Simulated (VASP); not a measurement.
# TaN (TaN (100), 2 layers) in VASP: a series of runs

The runs below take TaN (TaN (100), 2 layers) through single point, with PBE.

Everything below comes from runs of VASP 6.6.1. Logs are shortened: lines on timing, memory, paths and dates and some standing lists are left out, and cuts for length are marked.

### 1 The cell of the first run

The cell holds a slab with vacuum, 4 atoms: a = 3.123 Å, b = 3.123 Å, c = 18.209 Å, α = 90.00°, β = 90.00°, γ = 90.00°.

### 2 Single point, PBE

The input, INCAR:

```
ALGO = Normal ; DIPOL = 0.5 0.5 0.500
EDIFF = 1E-6 ; ENCUT = 520
GGA = PE ; GGA_COMPAT = False
IDIPOL = 3 ; ISIF = 2
ISMEAR = -1 ; LASPH = True
LCHARG = True ; LDIPOL = True
LELF = True ; LREAL = False
LVACPOTAV = True ; LVHAR = True
LWAVE = False ; NBANDS = 24
NELM = 120 ; NELMDL = -8
PREC = Accurate ; SIGMA = 0.08
```

The input, KPOINTS:

```
k-points
0
Gamma
  13 13 1
```

The input, POSCAR:

```
TaN
1.0
    3.1233934579      0.0000000000      0.0000000000
    0.0000000000      3.1233934579      0.0000000000
    0.0000000000      0.0000000000     18.2086000000
Ta N
2 2
Direct
    0.0000000000      0.0000000000      0.4464927893
    0.5000000000      0.5000000000      0.5535072038
    0.5000000000      0.5000000000      0.4321849920
    0.0000000000      0.0000000000      0.5678150148
```

Potentials or basis: VASP PAW PBE potentials, release 64 (Ta_pv, N).

Run with:

```sh
cat potpaw_PBE.64/Ta_pv/POTCAR potpaw_PBE.64/N/POTCAR > POTCAR
mpirun -np 1 vasp_std > vasp.out
```

OUTCAR:

```text
EDIFF = 1E-6
   ENCUT = 520
   GGA = PE
   ISIF = 2
   ISMEAR = -1
   LASPH = True
   LREAL = False
   NELM = 120
   NELMDL = -8
   PREC = Accurate

 ion  position               nearest neighbor table
   1  0.000  0.000  0.446-   4 2.21   3 2.22   3 2.22   3 2.22   3 2.22   2 2.95   2 2.95   2 2.95
                             2 2.95
   2  0.500  0.500  0.554-   3 2.21   4 2.22   4 2.22   4 2.22   4 2.22   1 2.95   1 2.95   1 2.95
                             1 2.95
   3  0.500  0.500  0.432-   2 2.21   1 2.22   1 2.22   1 2.22   1 2.22
   4  0.000  0.000  0.568-   1 2.21   2 2.22   2 2.22   2 2.22   2 2.22

  LATTYP: Found a simple tetragonal cell.
 ALAT       =     3.1233934579
 C/A-ratio  =     5.8297490359

  Lattice vectors:

 A1 = (   3.1233934579,   0.0000000000,   0.0000000000)
 A2 = (   0.0000000000,   3.1233934579,   0.0000000000)
 A3 = (   0.0000000000,   0.0000000000,  18.2086000000)

Analysis of symmetry for initial positions (statically):
=====================================================================
 Subroutine PRICEL returns:
 Original cell was already a primitive cell.

 Routine SETGRP: Setting up the symmetry group for a
 simple tetragonal supercell.

 Subroutine GETGRP returns: Found 16 space group operations
 (whereof  8 operations were pure point group operations)
 out of a pool of 16 trial point group operations.

The static configuration has the point symmetry C_4v.
 The point group associated with its full space group is D_4h.

Analysis of symmetry for dynamics (positions and initial velocities):
=====================================================================
 Subroutine PRICEL returns:
 Original cell was already a primitive cell.

 Routine SETGRP: Setting up the symmetry group for a
 simple tetragonal supercell.

 Subroutine GETGRP returns: Found 16 space group operations
 (whereof  8 operations were pure point group operations)
 out of a pool of 16 trial point group operations.

The dynamic configuration has the point symmetry C_4v.
 The point group associated with its full space group is D_4h.

 Subroutine INISYM returns: Found 16 space group operations
 (whereof  8 operations are pure point group operations),
 and found     1 'primitive' translations

----------------------------------------------------------------------------------------

                                     Primitive cell

  volume of cell :     177.6356

  direct lattice vectors                    reciprocal lattice vectors
     3.123393458  0.000000000  0.000000000     0.320164595  0.000000000  0.000000000
     0.000000000  3.123393458  0.000000000     0.000000000  0.320164595  0.000000000
     0.000000000  0.000000000 18.208600000     0.000000000  0.000000000  0.054919104

  length of vectors
     3.123393458  3.123393458 18.208600000     0.320164595  0.320164595  0.054919104

  position of ions in fractional coordinates (direct lattice)
     0.000000000  0.000000000  0.446492789
     0.500000000  0.500000000  0.553507204
     0.500000000  0.500000000  0.432184992
     0.000000000  0.000000000  0.567815015

  ion indices of the primitive-cell ions
   primitive index   ion index
                 1           1
                 2           2
                 3           3
                 4           4

----------------------------------------------------------------------------------------

 KPOINTS: k-points

Automatic generation of k-mesh.
 Grid dimensions read from file:
 generate k-points for:   13   13    1

 Generating k-lattice:

  Cartesian coordinates                     Fractional coordinates (reciprocal lattice)
     0.024628046  0.000000000  0.000000000     0.076923077  0.000000000  0.000000000
     0.000000000  0.024628046  0.000000000     0.000000000  0.076923077  0.000000000
     0.000000000  0.000000000  0.054919104     0.000000000  0.000000000  1.000000000

  Length of vectors
     0.024628046  0.024628046  0.054919104

  Shift w.r.t. Gamma in fractional coordinates (k-lattice)
     0.000000000  0.000000000  0.000000000

 Subroutine IBZKPT returns following result:
 ===========================================

 Found     28 irreducible k-points:

 Following reciprocal coordinates:
            Coordinates               Weight
  0.000000  0.000000  0.000000      1.000000
  0.076923  0.000000  0.000000      4.000000
  0.153846  0.000000  0.000000      4.000000
  0.230769  0.000000  0.000000      4.000000
  0.307692  0.000000  0.000000      4.000000
  0.384615  0.000000  0.000000      4.000000
[... 16 lines left out ...]
  0.307692  0.307692  0.000000      4.000000
  0.384615  0.307692  0.000000      8.000000
 [... further k-points ...]
   k-points           NKPTS =     28   k-points in BZ     NKDIM =     28   number of bands    NBANDS=     24
   number of dos      NEDOS =    301   number of ions     NIONS =      4
   total plane-waves  NPLWV =  80640
   dimension x,y,z NGX =    24 NGY =   24 NGZ =  140
   dimension x,y,z NGXF=    48 NGYF=   48 NGZF=  280
   ions per type =               2   2
   NGX,Y,Z   is equivalent  to a cutoff of  12.77, 12.77, 12.78 a.u.
   NGXF,Y,Z  is equivalent  to a cutoff of  25.55, 25.55, 25.56 a.u.
 SYSTEM =  unknown system
   PREC   = accura    normal or accurate (medium, high low for compatibility)
   ISTART =      0    job   : 0-new  1-cont  2-samecut
   ICHARG =      2    charge: 1-file 2-atom 10-const
   ISPIN  =      1    spin polarized calculation?
   LNONCOLLINEAR =      F non collinear calculations
   LSORBIT =      F    spin-orbit coupling
   LASPH  =      T    aspherical Exc in radial PAW
   ENCUT  =  520.0 eV  38.22 Ry    6.18 a.u.   5.81  5.81 33.86*2*pi/ulx,y,z
   NELM   =    120;   NELMIN=  2; NELMDL= -8     # of ELM steps
   EDIFF  = 0.1E-05   stopping-criterion for ELM
   LREAL  =      F    real-space projection
   EDIFFG = 0.1E-04   stopping-criterion for IOM
   NSW    =      0    number of steps for IOM
   IBRION =     -1    ionic relax: 0-MD 1-quasi-New 2-CG
   NFREE  =      0    steps in history (QN), initial steepest desc. (CG)
   ISIF   =      2    stress and relaxation
   ISYM   =      2    0-nonsym 1-usesym 2-fastsym
   POTIM  = 0.5000    time-step for ionic-motion
   TEBEG  =    0.0;   TEEND  =   0.0 temperature during run
   PSTRESS=    0.0 pullay stress
   NELECT =      32.0000    total number of electrons
   NUPDOWN=      -1.0000    fix difference up-down
   EMIN   =  10.00;   EMAX   =-10.00  energy-range for DOS
   EFERMI =   0.00;   METHOD = LEGACY
   ISMEAR =    -1;   SIGMA  =   0.08  broadening in eV -4-tet -1-fermi 0-gaus
   EFERMI_NEDOS =   21; number of points for ismear=-14 and -15
   IALGO  =     38    algorithm
   IMIX   =      4    mixing-type and parameters
     AMIX     =   0.40;   BMIX     =  1.00
     AMIX_MAG =   1.60;   BMIX_MAG =  1.00
  volume/ion in A,a.u.               =      44.41       299.69
  Fermi-wavevector in a.u.,A,eV,Ry     =   0.924588  1.747218 11.631113  0.854863
  Thomas-Fermi vector in A             =   2.050350
   LORBIT       =      0    0 simple, 1 ext, 2 COOP (PROOUT), +10 PAW based schemes
   GGA     = PE    functional components
   LHFCALC =     F    Hartree Fock is set to
   AEXX    =    0.0000 exact exchange contribution
   IVDW    =     0    specifies the selected vdW correction
   LEPSILON=     F    determine dielectric tensor
   LRPA    =     F    only Hartree local field effects (RPA)
 non-spin polarized calculation
  energy-cutoff  :      520.00
  volume of cell :      177.64
 maximum number of plane-waves:      4828
 NGX is ok and might be reduce to    24
   NGX = 11   NGY = 11   NGZ = 67

 number of electron      32.0000001 magnetization

 dipolmoment           0.000000      0.000000      0.000000 electrons x Angstroem

 Free energy of the ion-electron system (eV)
  ---------------------------------------------------
  ext. energy  EPLUGINS =         0.00000000
  ---------------------------------------------------
  free energy    TOTEN  =       -42.55424607 eV

  energy without entropy =      -42.50608808  energy(sigma->0) =      -42.53016708

 E-fermi :  -0.3818     XC(G=0):  -4.3635

 val. band max:       -0.3902194365   @ k =   0.1538   0.1538   0.0000
 cond. band min:      -0.3694800780   @ k =   0.2308   0.0000   0.0000
 fundamental gap:      0.0207393585
 Fermi energy:        -0.3818380219

 k-point     1 :       0.0000    0.0000    0.0000
  band No.  band energies     occupation
      1     -36.2787      2.00000
      2     -36.0080      2.00000
      3     -36.0080      2.00000
      4     -35.8124      2.00000
      5     -35.7464      2.00000
      6     -35.7464      2.00000
[... 16 lines left out ...]
     23       2.1084      0.00000
     24       2.6746      0.00000

 k-point     2 :       0.0769    0.0000    0.0000
  band No.  band energies     occupation
      1     -36.2786      2.00000
      2     -36.0487      2.00000
      3     -36.0013      2.00000
      4     -35.7966      2.00000
      5     -35.7667      2.00000
      6     -35.7473      2.00000
[... 16 lines left out ...]
     23       2.5048      0.00000
     24       2.7675      0.00000

 k-point     3 :       0.1538    0.0000    0.0000
  band No.  band energies     occupation
      1     -36.2828      2.00000
      2     -36.1405      2.00000
      3     -35.9823      2.00000
      4     -35.8170      2.00000
      5     -35.7738      2.00000
      6     -35.7502      2.00000
[... 16 lines left out ...]
     23       3.0545      0.00000
     24       3.2580      0.00000

 k-point     4 :       0.2308    0.0000    0.0000
  band No.  band energies     occupation
      1     -36.3039      2.00000
      2     -36.2484      2.00000
      3     -35.9531      2.00000
      4     -35.8690      2.00000
      5     -35.7642      2.00000
      6     -35.7565      2.00000
[... 16 lines left out ...]
     23       3.1303      0.00000
     24       3.5791      0.00000

 k-point     5 :       0.3077    0.0000    0.0000
  band No.  band energies     occupation
      1     -36.3509      2.00000
      2     -36.3489      2.00000
      3     -35.9175      2.00000
      4     -35.8932      2.00000
      5     -35.7707      2.00000
      6     -35.7679      2.00000
[... 16 lines left out ...]
     23       3.7791      0.00000
     24       4.1267      0.00000

 k-point     6 :       0.3846    0.0000    0.0000
  band No.  band energies     occupation
      1     -36.4236      2.00000
      2     -36.4097      2.00000
      3     -35.8842      2.00000
      4     -35.8793      2.00000
      5     -35.7913      2.00000
      6     -35.7858      2.00000
[... 16 lines left out ...]
     23       4.2767      0.00000
     24       4.4492      0.00000
[... 379 lines left out ...]
 k-point    21 :       0.3846    0.2308    0.0000
  band No.  band energies     occupation
      1     -36.3714      2.00000
      2     -36.3576      2.00000
      3     -36.0729      2.00000
      4     -35.9418      2.00000
      5     -35.8945      2.00000
      6     -35.7873      2.00000
[... 16 lines left out ...]
     23       3.7284      0.00000
     24       4.6769      0.00000

 k-point    22 :       0.4615    0.2308    0.0000
  band No.  band energies     occupation
      1     -36.4017      2.00000
      2     -36.3995      2.00000
      3     -36.0215      2.00000
      4     -35.9760      2.00000
      5     -35.8655      2.00000
      6     -35.8255      2.00000
[... 16 lines left out ...]
     23       4.4398      0.00000
     24       4.9624      0.00000

 k-point    23 :       0.3077    0.3077    0.0000
  band No.  band energies     occupation
      1     -36.3411      2.00000
      2     -36.2829      2.00000
      3     -36.1676      2.00000
      4     -35.9460      2.00000
      5     -35.9300      2.00000
      6     -35.7788      2.00000
[... 16 lines left out ...]
     23       3.0927      0.00000
     24       4.2233      0.00000

 k-point    24 :       0.3846    0.3077    0.0000
  band No.  band energies     occupation
      1     -36.3685      2.00000
      2     -36.3407      2.00000
      3     -36.1288      2.00000
      4     -35.9746      2.00000
      5     -35.9317      2.00000
      6     -35.8126      2.00000
[... 16 lines left out ...]
     23       3.4227      0.00000
     24       4.6000      0.00000

 [... further k-points ...]

------------------------ aborting loop because EDIFF is reached ----------------------------------------

  FORCE on cell =-STRESS in cart. coord.  units (eV):
  Direction    XX          YY          ZZ          XY          YZ          ZX
  --------------------------------------------------------------------------------------
  -------------------------------------------------------------------------------------
  Total       -7.9336816     -7.9336816      0.0496591      0.0000000      0.0000000      0.0000000
  in kB      -71.5575401    -71.5575401      0.4478980      0.0000000      0.0000000      0.0000000
  external PRESSURE =     -47.5557274 kB  Pullay stress =       0.0000000 kB

 VOLUME and BASIS-vectors are now :
 -----------------------------------------------------------------------------
  energy-cutoff  :      520.00
  volume of cell :      177.64
      direct lattice vectors                 reciprocal lattice vectors
     3.123393458  0.000000000  0.000000000     0.320164595  0.000000000  0.000000000
     0.000000000  3.123393458  0.000000000     0.000000000  0.320164595  0.000000000
     0.000000000  0.000000000 18.208600000     0.000000000  0.000000000  0.054919104

 POSITION                                       TOTAL-FORCE (eV/Angst)
 -----------------------------------------------------------------------------------
      0.00000      0.00000      8.13001         0.000000      0.000000     -0.023993
      1.56170      1.56170     10.07859        -0.000000     -0.000000      0.023993
      1.56170      1.56170      7.86948         0.000000      0.000000     -0.015669
      0.00000      0.00000     10.33912         0.000000      0.000000      0.015669
 -----------------------------------------------------------------------------------
    total drift:                                0.000000      0.000000     -0.000002

  FREE ENERGIE OF THE ION-ELECTRON SYSTEM (eV)
  ---------------------------------------------------
  free  energy   TOTEN  =       -42.5542460700 eV

  energy  without entropy=      -42.5060880831  energy(sigma->0) =      -42.53016708

 vacuum level on the upper side and lower side of the slab         3.038         3.038
```

Run time: 5.1 min. Hardware: 1 thread of AMD EPYC 7R13 (Zen 3), shared host; peak memory 0.29 GiB.

Results:

- Free energy: -42.5542 eV
- Largest force: 0.024 eV/Å
- Band gap on the k mesh: zero (band 16 reaches 0.40 eV, above the bottom of band 17 at -1.07 eV)

Forces in eV/Å, atoms in the order of the input:
```
Ta   0.000  0.000 -0.024
Ta   0.000  0.000  0.024
N    0.000  0.000 -0.016
N    0.000  0.000  0.016
```

Caveat: spin-orbit coupling is left out, which moves the levels of the heavy elements.

### 3 Single point, PBE

The input, INCAR:

```
PREC     = Accurate       # precision mode
ENCUT    = 520            # plane-wave cutoff, eV
EDIFF    = 1E-6           # SCF threshold, eV
ISMEAR   = -1             # smearing method
SIGMA    = 0.08           # smearing width, eV
LREAL    = F              # projectors in reciprocal space
LASPH    = T              # aspherical terms in the spheres
NELM     = 80             # most SCF steps
ALGO     = Normal         # electronic algorithm
ISIF     = 2              # what is computed and relaxed
LWAVE    = F              # write WAVECAR
LCHARG   = T              # write CHGCAR
LDIPOL   = T            
IDIPOL   = 3            
DIPOL    = 0.5 0.5 0.500
GGA      = PE             # functional
LELF     = T              # ELF
LVHAR    = T            
LVACPOTAV= T            
NBANDS   = 24             # bands
```

The input, KPOINTS:

```
Automatic mesh
0
Gamma
  13 13 1
```

The input, POSCAR:

```
TaN
1.0
    3.1233934579      0.0000000000      0.0000000000
    0.0000000000      3.1233934579      0.0000000000
    0.0000000000      0.0000000000     18.2086000000
Ta N
2 2
Direct
    0.0000000000      0.0000000000      0.4393535831
    0.5000000000      0.5000000000      0.5606464169
    0.5000000000      0.5000000000      0.4393535831
    0.0000000000      0.0000000000      0.5606464169
```

Potentials or basis: VASP PAW PBE potentials, release 64 (Ta_pv, N).

Run with:

```sh
cat potpaw_PBE.64/Ta_pv/POTCAR potpaw_PBE.64/N/POTCAR > POTCAR
mpirun -np 1 vasp_std > vasp.out
```

Run time: 3.4 min. Hardware: 1 thread of AMD EPYC 7R43 (Zen 3), shared host; peak memory 0.29 GiB.

Results (log left out):

- Free energy: -42.1551 eV
- Largest force: 1.912 eV/Å
- Band gap on the k mesh: zero (band 16 reaches -0.02 eV, above the bottom of band 17 at -1.54 eV)

Forces in eV/Å, atoms in the order of the input:
```
Ta   0.000  0.000  1.912
Ta   0.000  0.000 -1.912
N    0.000  0.000 -0.639
N    0.000  0.000  0.639
```

Levels at points of the mesh, in eV from the Fermi level:
| k point | band 14 | band 15 | band 16 | band 17 | band 18 | band 19 |
| --- | --- | --- | --- | --- | --- | --- |
| (0.00, 0.00, 0.00) | -3.21 | -3.21 | -2.38 | -0.85 | 0.23 | 0.23 |

Caveat: spin-orbit coupling is left out, which moves the levels of the heavy elements.

### 4 Single point, PBE

The input, INCAR:

```
SYSTEM = TaN
PREC     = Accurate       ! precision mode
ENCUT    = 520            ! plane-wave cutoff, eV
EDIFF    = 1E-7           ! SCF threshold, eV
ISMEAR   = -1             ! smearing method
SIGMA    = 0.08           ! smearing width, eV
LREAL    = .False.        ! projectors in reciprocal space
LASPH    = .True.         ! aspherical terms in the spheres
NELM     = 80             ! most SCF steps
ALGO     = Normal         ! electronic algorithm
ISIF     = 2              ! what is computed and relaxed
LWAVE    = .False.        ! write WAVECAR
LCHARG   = .True.         ! write CHGCAR
LDIPOL   = .True.       
IDIPOL   = 3            
DIPOL    = 0.5 0.5 0.500
GGA      = PE             ! functional
LELF     = .True.         ! ELF
LVHAR    = .True.       
LVACPOTAV= .True.       
NBANDS   = 24             ! bands
```

The input, KPOINTS:

```
Automatic mesh
0
Gamma
  13 13 1
  0 0 0
```

The input, POSCAR:

```
TaN
1.0
    3.1233934579      0.0000000000      0.0000000000
    0.0000000000      3.1233934579      0.0000000000
    0.0000000000      0.0000000000     18.2086000000
Ta N
2 2
Direct
    0.0000000000      0.0000000000      0.4464927893
    0.5000000000      0.5000000000      0.5535072038
    0.5000000000      0.5000000000      0.4321849920
    0.0000000000      0.0000000000      0.5678150148
```

Run with:

```sh
cat potpaw_PBE.64/Ta_pv/POTCAR potpaw_PBE.64/N/POTCAR > POTCAR
mpirun -np 1 vasp_std > vasp.out
```

Run time: 3.6 min. Hardware: 1 thread of AMD EPYC 7R43 (Zen 3), shared host; peak memory 0.28 GiB.

The run converged. Its results:

```
Free energy            : -42.5542 eV
Largest force          : 0.024 eV/Å
Band gap on the k mesh : zero (band 16 reaches 0.40 eV, above the bottom of band 17 at -1.07 eV)
```

Forces on the atoms (eV/Å):
```
Ta   0.000  0.000 -0.024
Ta   0.000  0.000  0.024
N    0.000  0.000 -0.016
N    0.000  0.000  0.016
```

Levels at points of the mesh, in eV from the Fermi level:
| k point | band 14 | band 15 | band 16 | band 17 | band 18 | band 19 |
| --- | --- | --- | --- | --- | --- | --- |
| (0.00, 0.00, 0.00) | -3.31 | -3.31 | -1.95 | -0.47 | -0.47 | -0.44 |

Caveat: spin-orbit coupling is left out, which moves the levels of the heavy elements.
